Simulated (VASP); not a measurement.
Runs of VASP 6.6.1 on Os. The structure is that of space group Fm-3m (No. 225), or close to it. The cells are those of the table. This isn't the form of Os at room conditions, which is hcp.

| task | cell | gap on the mesh (eV) | pressure (GPa) |
| --- | --- | --- | --- |
| single point | a = 2.688 Å, angles 60.0°, 1 atom | none | 1.3 |
| relaxation of cell and atoms | relaxed to 10 GPa from a = 2.751 Å, angles 60.0°, 1 atom | none | 10.1 |
| single point | a = 2.651 Å, angles 60.0°, 1 atom | none | (a) |
| relaxation of cell and atoms | relaxed to 20 GPa from a = 2.751 Å, angles 60.0°, 1 atom | none | 20.0 |
| single point | a = 2.669 Å, angles 60.0°, 1 atom | none | 11.6 |

Alike in all rows: level LDA; potentials or basis VASP PAW LDA potentials, release 64 (Os); no spin polarisation; k mesh 9 × 9 × 9; cutoff (eV) 600; smearing methfessel-paxton 0.05 eV.

Q: Estimate the missing entries.

A: (a) 21.9.

Caveats: spin-orbit coupling is left out, which moves the levels of the heavy elements; the cell is relaxed towards a set pressure, so the run minimises the enthalpy, not the energy (at least some runs); the cell stands under pressure (at least some runs).

A k mesh can miss the band edges, and the runs leave out spin-orbit coupling on Os.

A gap of «none» marks levels without a gap at the run's occupations.
